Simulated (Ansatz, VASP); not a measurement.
## One calculation of AlV2N3, two programs

```
Al V N
1.0
     2.92993    0.00000    0.00000
    -1.46496    2.53739    0.00000
     0.00000    0.00000    7.03978
Al V N
1 2 3
Direct
  0.00000 0.00000 0.50000
  0.66667 0.33333 0.85237
  0.33333 0.66667 0.14763
  0.33333 0.66667 0.66200
  0.66667 0.33333 0.33800
  0.00000 0.00000 0.00000
```

Alike in both runs: functional PBE; k mesh 6 × 6 × 4; occupations gaussian, width 0.1 eV; no spin polarisation.

Ansatz relaxed the structure, and its values are those at the end. VASP's run is a single point on that final structure, the one shown.

|  | VASP | Ansatz |
| --- | --- | --- |
| version | VASP 6.6.1 | Ansatz 0.2.0 |
| potentials or method | VASP PAW PBE potentials, release 64 (Al, V_sv, N), cutoff 520 eV | scalar-relativistic, plane waves, PAW |
| valence electrons in the cell | 44 | 44 |

Ansatz gave:

```
gap on the k mesh at the Fermi level (eV) : none
pressure (GPa)                            : 0.0
rms of the force components (eV/Å)        : 0.006
```

Problem. Estimate VASP's values.

Solution. gap on the k mesh at the Fermi level (eV): none; pressure (GPa): 0.5; rms of the force components (eV/Å): 0.018.

A gap of «none» marks a metal or a gap that the smearing closes.

The k mesh is coarse, so the values compare programs but aren't converged.
